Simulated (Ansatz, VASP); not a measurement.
## One calculation of Li4Zr3O, two programs

```
CELL_PARAMETERS angstrom
0.00000 -3.16989 0.00000
3.16989 0.00000 0.00000
-1.58495 1.58495 14.84482
ATOMIC_POSITIONS crystal
Li 0.84572 0.84572 0.69143
Li 0.28351 0.28351 0.56702
Li 0.15428 0.15428 0.30857
Li 0.71649 0.71649 0.43298
Zr 0.57755 0.57755 0.15510
Zr 0.42245 0.42245 0.84490
Zr 0.00000 0.00000 0.00000
O 0.50000 0.50000 0.00000
```

Alike in both runs: task single point; functional PBE; k mesh 8 × 8 × 8; occupations gaussian, width 0.2 eV; no spin polarisation.

```csv
,VASP,Ansatz
version,VASP 6.6.1,Ansatz 0.2.0
potentials or method,"VASP PAW PBE potentials, release 64 (Li_sv, Zr_sv, O), cutoff 520 eV","scalar-relativistic, plane waves, PAW"
valence electrons in the cell,54,54
```

|  | VASP | Ansatz | Ansatz less VASP |
| --- | --- | --- | --- |
| gap on the k mesh at the Fermi level (eV) | none | none | - |
| rms of the force components (eV/Å) | 0.011 | 0.008 | -0.0024 |

Atom by atom the forces differ by 0.005 eV/Å (rms over components). A gap of «none» marks a metal or a gap that the smearing closes.

Noted on VASP's run: the cutoff is under 1.25 times that of the potentials, so the pressure is a little rough.
